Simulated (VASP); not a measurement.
A run of VASP 6.6.1:

File INCAR:

```
PREC = Accurate ; ENCUT = 520
EDIFF = 1E-7 ; ISMEAR = -1
SIGMA = 0.01 ; LREAL = F
LASPH = T ; NELM = 80
ALGO = Normal ; ISIF = 2
LWAVE = F ; LCHARG = F
GGA = PS ; NBANDS = 18
```

File KPOINTS:

```
Automatic mesh
0
Gamma
  7 7 7
```

The input POSCAR:

```
ScPd
1.0
    3.2609657790      0.0000000000      0.0000000000
    0.0000000000      3.2609657790      0.0000000000
    0.0000000000      0.0000000000      3.2609657790
Sc Pd
1 1
Direct
    0.5000000000      0.5000000000      0.5000000000
    0.0000000000      0.0000000000      0.0000000000
```

Potentials or basis: VASP PAW PBE potentials, release 64 (Sc_sv, Pd).

Run with:

```console
$ cat potpaw_PBE.64/Sc_sv/POTCAR potpaw_PBE.64/Pd/POTCAR > POTCAR
$ mpirun -np 1 vasp_std > vasp.out
```

Hardware: 1 thread of Intel Xeon 6975P-C, with other jobs on the host.

Problem. Estimate the wall time of this run.

Solution. It took 6.6 s on 1 thread of Intel Xeon 6975P-C, on a shared host, peak memory 0.14 GiB. Counts: scf iterations 13, k points 20.
